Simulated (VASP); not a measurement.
# La: single point with BLYP

Crystal: La.

```
CELL_PARAMETERS angstrom
-2.16686 2.16686 2.16686
2.16686 -2.16686 2.16686
2.16686 2.16686 -2.16686
ATOMIC_POSITIONS crystal
La 0.00000 0.00000 0.00000
```

This isn't the form of La at room conditions, which is double hcp.

| Item | Value |
| --- | --- |
| Program | VASP 6.6.1 |
| Task | single point |
| Functional | BLYP |
| Potentials or basis | VASP PAW PBE potentials, release 64 (La) |
| Cutoff | 520 eV |
| k mesh | 12 × 12 × 12 |
| Occupations | fermi-dirac, width 0.1 eV |
| Spin | no spin polarisation |
| Dipole correction | no |
| Further INCAR settings | ALGO = Normal; EDIFF = 1e-06; NBANDS = 12 |

The pressure is 0.0 GPa and the band gap on the k mesh is zero (an odd number of electrons rules out a gap without spin polarisation).

Levels at points of the mesh, in eV from the Fermi level:
```csv
k point,band 3,band 4,band 5,band 6,band 7,band 8
"(0.00, 0.00, 0.00)",-16.22,-16.22,-3.15,1.19,1.19,1.19
"(0.50, 0.00, 0.00)",-16.55,-16.23,-1.66,-0.14,1.19,1.27
"(0.50, 0.50, 0.50)",-16.93,-16.93,-1.63,-1.63,1.29,1.42
```

Run time: 48 s on 1 thread of Intel(R) Xeon(R) Platinum 8375C CPU @ 2.90GHz (Ice Lake) (shared host), peak memory 0.19 GiB.

Caveat: the PAW data sets were made with another functional, which shifts forces and pressure a little; spin-orbit coupling is left out, which moves the levels of the heavy elements.
